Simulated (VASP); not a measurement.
# Li (Im-3m) in VASP: notebook

Runs on Li. Level: LDA. Tasks: single point, relaxation of cell and atoms.

All numbers are computed with VASP 6.6.1; they aren't measurements. Logs are shortened: lines on timing, memory, paths and dates and some standing lists are left out, and cuts for length are marked.

## (1) The cell of the first run

It takes space group Im-3m (No. 229, cubic). The conventional cell has a = 3.362 Å, b = 3.362 Å, c = 3.362 Å, α = 90.00°, β = 90.00°, γ = 90.00°. Within 3.8 Å of Li (site symmetry m-3m) lie 14 Li at 2.91 to 3.36 Å.

## (2) Single point, LDA

INCAR reads:

```
PREC = Accurate
ENCUT = 520
EDIFF = 1E-7
ISMEAR = 1
SIGMA = 0.1
LREAL = F
LASPH = T
NELM = 100
ALGO = Normal
ISIF = 2
LWAVE = F
LCHARG = F
GGA = CA
NBANDS = 10
```

KPOINTS reads:

```
regular mesh
0
Gamma
  20 20 20
```

POSCAR reads:

```
Li
1.0
    3.3622172865      0.0000000000      0.0000000000
    0.0000000000      3.3622172865      0.0000000000
    0.0000000000      0.0000000000      3.3622172865
Li
2
Direct
    0.0000000000      0.0000000000      0.0000000000
    0.5000000000      0.5000000000      0.5000000000
```

Potentials or basis: VASP PAW LDA potentials, release 64 (Li_sv).

Run with:

```console
> cat potpaw_LDA.64/Li_sv/POTCAR > POTCAR
> mpirun -np 1 vasp_std > vasp.out
```

OUTCAR:

```text
PREC = Accurate
   ENCUT = 520
   EDIFF = 1E-7
   ISMEAR = 1
   LREAL = F
   LASPH = T
   NELM = 100
   ISIF = 2
   GGA = CA

 ion  position               nearest neighbor table
   1  0.000  0.000  0.000-
   2  0.500  0.500  0.500-

  LATTYP: Found a simple cubic cell.
 ALAT       =     3.3622172865

  Lattice vectors:

 A1 = (   3.3622172865,   0.0000000000,   0.0000000000)
 A2 = (   0.0000000000,   3.3622172865,   0.0000000000)
 A3 = (   0.0000000000,   0.0000000000,   3.3622172865)

Analysis of symmetry for initial positions (statically):
=====================================================================
 Subroutine PRICEL returns following result:

  LATTYP: Found a body centered cubic cell.
 ALAT       =     3.3622172865

  Lattice vectors:

 A1 = (   1.6811086432,   1.6811086433,  -1.6811086432)
 A2 = (  -1.6811086432,   1.6811086432,   1.6811086432)
 A3 = (   1.6811086432,  -1.6811086432,   1.6811086433)

   2 primitive cells build up your supercell.

 Routine SETGRP: Setting up the symmetry group for a
 simple cubic supercell.

 Subroutine GETGRP returns: Found 48 space group operations
 (whereof 48 operations were pure point group operations)
 out of a pool of 48 trial point group operations.

The static configuration has the point symmetry O_h .

Analysis of symmetry for dynamics (positions and initial velocities):
=====================================================================
 Subroutine PRICEL returns following result:

  LATTYP: Found a body centered cubic cell.
 ALAT       =     3.3622172865

  Lattice vectors:

 A1 = (   1.6811086432,   1.6811086433,  -1.6811086432)
 A2 = (  -1.6811086432,   1.6811086432,   1.6811086432)
 A3 = (   1.6811086432,  -1.6811086432,   1.6811086433)

   2 primitive cells build up your supercell.

 Routine SETGRP: Setting up the symmetry group for a
 simple cubic supercell.

 Subroutine GETGRP returns: Found 48 space group operations
 (whereof 48 operations were pure point group operations)
 out of a pool of 48 trial point group operations.

The dynamic configuration has the point symmetry O_h .

[... 94 lines left out ...]
   ENCUT  =  520.0 eV  38.22 Ry    6.18 a.u.   6.25  6.25  6.25*2*pi/ulx,y,z
   NELM   =    100;   NELMIN=  2; NELMDL= -5     # of ELM steps
   EDIFF  = 0.1E-06   stopping-criterion for ELM
   LREAL  =      F    real-space projection
   EDIFFG = 0.1E-05   stopping-criterion for IOM
   NSW    =      0    number of steps for IOM
   IBRION =     -1    ionic relax: 0-MD 1-quasi-New 2-CG
   NFREE  =      0    steps in history (QN), initial steepest desc. (CG)
   ISIF   =      2    stress and relaxation
   ISYM   =      2    0-nonsym 1-usesym 2-fastsym
   POTIM  = 0.5000    time-step for ionic-motion
   TEBEG  =    0.0;   TEEND  =   0.0 temperature during run
   PSTRESS=    0.0 pullay stress
   NELECT =       6.0000    total number of electrons
   NUPDOWN=      -1.0000    fix difference up-down
   EMIN   =  10.00;   EMAX   =-10.00  energy-range for DOS
   EFERMI =   0.00;   METHOD = LEGACY
   ISMEAR =     1;   SIGMA  =   0.10  broadening in eV -4-tet -1-fermi 0-gaus
   EFERMI_NEDOS =   21; number of points for ismear=-14 and -15
   IALGO  =     38    algorithm
   IMIX   =      4    mixing-type and parameters
     AMIX     =   0.40;   BMIX     =  1.00
     AMIX_MAG =   1.60;   BMIX_MAG =  1.00
  volume/ion in A,a.u.               =      19.00       128.25
  Fermi-wavevector in a.u.,A,eV,Ry     =   0.884775  1.671982 10.651003  0.782827
  Thomas-Fermi vector in A             =   2.005720
   LORBIT       =      0    0 simple, 1 ext, 2 COOP (PROOUT), +10 PAW based schemes
   GGA     = CA    functional components
   LHFCALC =     F    Hartree Fock is set to
   AEXX    =    0.0000 exact exchange contribution
   IVDW    =     0    specifies the selected vdW correction
   LEPSILON=     F    determine dielectric tensor
   LRPA    =     F    only Hartree local field effects (RPA)
 non-spin polarized calculation
 Methfessel and Paxton  Order N= 1 SIGMA  =   0.10
  energy-cutoff  :      520.00
  volume of cell :       38.01
 maximum number of plane-waves:      1064
 NGX is ok and might be reduce to    28
   NGX = 13   NGY = 13   NGZ = 13

 number of electron       5.9999978 magnetization

 Free energy of the ion-electron system (eV)
  ---------------------------------------------------
  ext. energy  EPLUGINS =         0.00000000
  ---------------------------------------------------
  free energy    TOTEN  =        -4.08819491 eV

  energy without entropy =       -4.08773834  energy(sigma->0) =       -4.08804272

 E-fermi :   0.8173     XC(G=0):  -7.3087

 val. band max:        0.7971201005   @ k =   0.4000   0.0500   0.0500
 cond. band min:       0.8175694082   @ k =   0.4000   0.4000   0.2500
 fundamental gap:      0.0204493077
 Fermi energy:         0.8172996583

 k-point     1 :       0.0000    0.0000    0.0000
  band No.  band energies     occupation
      1     -44.7378      2.00000
      2     -44.6910      2.00000
      3      -2.7860      2.00000
      4       6.4520      0.00000
      5       6.4520      0.00000
      6       6.4520      0.00000
      7       8.9282      0.00000
      8       8.9282      0.00000
      9      15.5174      0.00000
     10      15.8063      0.00000
[... 287 lines left out ...]
 k-point    24 :       0.2000    0.1000    0.0000
  band No.  band energies     occupation
      1     -44.7313      2.00000
      2     -44.6955      2.00000
      3      -2.3102      2.00000
      4       3.6304      0.00000
      5       6.0436      0.00000
      6       7.0868      0.00000
      7      10.4653      0.00000
      8      12.7453      0.00000
      9      13.0637      0.00000
     10      13.9244      0.00000

 [... further k-points ...]

------------------------ aborting loop because EDIFF is reached ----------------------------------------

  FORCE on cell =-STRESS in cart. coord.  units (eV):
  Direction    XX          YY          ZZ          XY          YZ          ZX
  --------------------------------------------------------------------------------------
  -------------------------------------------------------------------------------------
  Total       -0.0274177     -0.0274177     -0.0274177      0.0000000     -0.0000000     -0.0000000
  in kB       -1.1557491     -1.1557491     -1.1557491      0.0000000     -0.0000000     -0.0000000
  external PRESSURE =      -1.1557491 kB  Pullay stress =       0.0000000 kB

 VOLUME and BASIS-vectors are now :
 -----------------------------------------------------------------------------
  energy-cutoff  :      520.00
  volume of cell :       38.01
      direct lattice vectors                 reciprocal lattice vectors
     3.362217286  0.000000000  0.000000000     0.297422776  0.000000000  0.000000000
     0.000000000  3.362217286  0.000000000     0.000000000  0.297422776  0.000000000
     0.000000000  0.000000000  3.362217286     0.000000000  0.000000000  0.297422776

 POSITION                                       TOTAL-FORCE (eV/Angst)
 -----------------------------------------------------------------------------------
      0.00000      0.00000      0.00000        -0.000000     -0.000000     -0.000000
      1.68111      1.68111      1.68111         0.000000      0.000000      0.000000
 -----------------------------------------------------------------------------------
    total drift:                                0.000000      0.000000      0.000000

  FREE ENERGIE OF THE ION-ELECTRON SYSTEM (eV)
  ---------------------------------------------------
  free  energy   TOTEN  =        -4.0881949102 eV

  energy  without entropy=       -4.0877383374  energy(sigma->0) =       -4.08804272
```

OSZICAR:

```text
N       E                     dE             d eps       ncg     rms          rms(c)
DAV:   1     0.106882744113E+02    0.10688E+02   -0.24283E+03  5728   0.546E+02
DAV:   2    -0.243029921993E+01   -0.13119E+02   -0.12821E+02  7554   0.975E+01
DAV:   3    -0.405193873958E+01   -0.16216E+01   -0.16100E+01  9058   0.238E+01
DAV:   4    -0.409006696366E+01   -0.38128E-01   -0.38094E-01  7456   0.392E+00
DAV:   5    -0.409059152227E+01   -0.52456E-03   -0.52450E-03  7364   0.405E-01    0.275E-01
DAV:   6    -0.408893065421E+01    0.16609E-02   -0.86918E-04 10430   0.143E-01    0.159E-01
DAV:   7    -0.408818921369E+01    0.74144E-03   -0.19392E-03 10822   0.204E-01    0.459E-02
DAV:   8    -0.408819452959E+01   -0.53159E-05   -0.38024E-05  6548   0.645E-02    0.331E-03
DAV:   9    -0.408819491235E+01   -0.38276E-06   -0.34201E-06  7756   0.170E-02    0.136E-03
DAV:  10    -0.408819514532E+01   -0.23297E-06   -0.71471E-07  8498   0.518E-03    0.459E-03
DAV:  11    -0.408819490792E+01    0.23740E-06   -0.35743E-07  6908   0.368E-03    0.582E-05
DAV:  12    -0.408819491022E+01   -0.23071E-08   -0.23189E-08  3644   0.125E-03
   1 F= -.40881949E+01 E0= -.40880427E+01  d E =-.456573E-03
```

It took 70 s on 1 thread of Intel Xeon Platinum 8375C at 2.90GHz (Ice Lake), shared host; peak memory 0.19 GiB.

Results:

| Item | Value |
| --- | --- |
| Free energy | -4.0882 eV |
| Band gap on the k mesh | zero (band 3 reaches 4.27 eV, above the bottom of band 4 at -0.35 eV) |

Caveat: the cutoff is under 1.25 times the usual one of these potentials, so pressure, stress and relaxed cells hold a basis-set (Pulay) error.

## (3) Relaxation of cell and atoms, LDA

This run uses another cell than the first one, of 20.53 Å³/atom, 1.080 times its volume.

INCAR reads:

```
SYSTEM = Li
ALGO = Normal
EDIFF = 1E-7
EDIFFG = -0.005
ENCUT = 600
IBRION = 2
ISIF = 3
ISMEAR = 1
LASPH = .True.
LCHARG = .False.
LREAL = .False.
LWAVE = .False.
NELM = 100
NSW = 80
PREC = Accurate
SIGMA = 0.1
```

KPOINTS reads:

```
k-points
0
Gamma
  20 20 20
  0 0 0
```

POSCAR reads:

```
Li
1.0
    3.4500000000      0.0000000000      0.0000000000
    0.0000000000      3.4500000000      0.0000000000
    0.0000000000      0.0000000000      3.4500000000
Li
2
Direct
    0.0000000000      0.0000000000      0.0000000000
    0.5000000000      0.5000000000      0.5000000000
```

Potentials or basis: VASP PAW LDA potentials, release 64 (Li_sv).

Run with:

```console
> cat potpaw_LDA.64/Li_sv/POTCAR > POTCAR
> mpirun -np 1 vasp_std > vasp.out
```

Run time: 2.7 min. Hardware: 1 thread of Intel Xeon Platinum 8375C at 2.90GHz (Ice Lake), shared host; peak memory 0.19 GiB.

It converged, with:

```yaml
Free_energy: -4.0913 eV
Relaxed_volume: 18.73 Å³/atom
Relaxed_cell: a = 3.346 Å, b = 3.346 Å, c = 3.346 Å, α = 90.00°, β = 90.00°, γ = 90.00°
Space_group_after_relaxing_to_0.05_Å: Im-3m (No. 229)
Energy_gained_by_relaxing: 6.9 meV/atom
Ionic_steps: 4
Pressure_after_relaxing: 0.0 GPa
Band_gap_on_the_k_mesh: zero (band 3 reaches 4.34 eV, above the bottom of band 4 at -0.31 eV)
```

The path:
```
step  energy change (eV)  largest force (eV/Å)  pressure (GPa)  volume (Å³)
   1              0.0000                0.0000           -1.15        41.06
   2             -0.0056                0.0000           -0.91        40.19
   3             -0.0132                0.0000           -0.24        38.13
   4             -0.0137                0.0000            0.02        37.46
```

Final structure:
```xyz
2
Lattice="3.3458 0.0000 0.0000 0.0000 3.3458 0.0000 0.0000 0.0000 3.3458" Properties=species:S:1:pos:R:3 pbc="T T T"
Li    3.3458    3.3458    3.3458
Li    1.6729    1.6729    1.6729
```

Levels at points of the mesh, in eV from the Fermi level:
```
           k point  band 1  band 2  band 3  band 4  band 5  band 6  band 7
(0.00, 0.00, 0.00)  -45.53  -45.48   -3.62    5.69    5.69    5.69    8.18
(0.50, 0.00, 0.00)  -45.50  -45.50   -1.17   -1.17    8.86    8.86    8.86
(0.50, 0.50, 0.00)  -45.50  -45.50    0.18    0.18    3.54    3.54   10.73
(0.50, 0.50, 0.50)  -45.49  -45.49    3.48    3.48    3.48    3.48    3.48
```

Caveat: the cutoff is under 1.25 times the usual one of these potentials, so pressure, stress and relaxed cells hold a basis-set (Pulay) error.
